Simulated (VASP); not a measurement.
Here is a VASP 6.6.1 calculation.

File INCAR:

```
PREC = Accurate
ENCUT = 500
EDIFF = 1E-7
ISMEAR = 0
SIGMA = 0.05
LREAL = F
LASPH = T
NELM = 120
ALGO = Normal
ISIF = 3
LWAVE = F
LCHARG = F
GGA = PS
IBRION = 2
NSW = 80
EDIFFG = -0.003
GGA_COMPAT = F
NELMIN = 4
```

The input KPOINTS:

```
Automatic mesh
0
Gamma
  8 8 8
```

Contents of POSCAR:

```
GaAs
1.0
    0.0000000000      2.8293000000      2.8293000000
    2.8293000000      0.0000000000      2.8293000000
    2.8293000000      2.8293000000      0.0000000000
Ga As
1 1
Direct
    0.0000000000      0.0000000000      0.0000000000
    0.2500000000      0.2500000000      0.2500000000
```

Potentials or basis: VASP PAW PBE potentials, release 64 (Ga_d, As).

Launch:

```bash
$ cat potpaw_PBE.64/Ga_d/POTCAR potpaw_PBE.64/As/POTCAR > POTCAR
$ mpirun -np 1 vasp_std > vasp.out
```

(1) Estimate the relaxed cell.

(2) Estimate the space group after relaxing (to 0.05 Å).

(3) What does it give for the relaxed volume?

(4) Estimate the band gap on the k mesh.

## Answers

(1) a = 4.004 Å, b = 4.004 Å, c = 4.004 Å, α = 60.00°, β = 60.00°, γ = 60.00°.

(2) F-43m (No. 216).

(3) 22.70 Å³/atom.

(4) 0.42 eV, direct.

Caveat: the PAW data sets were made with another functional, which shifts forces and pressure a little.
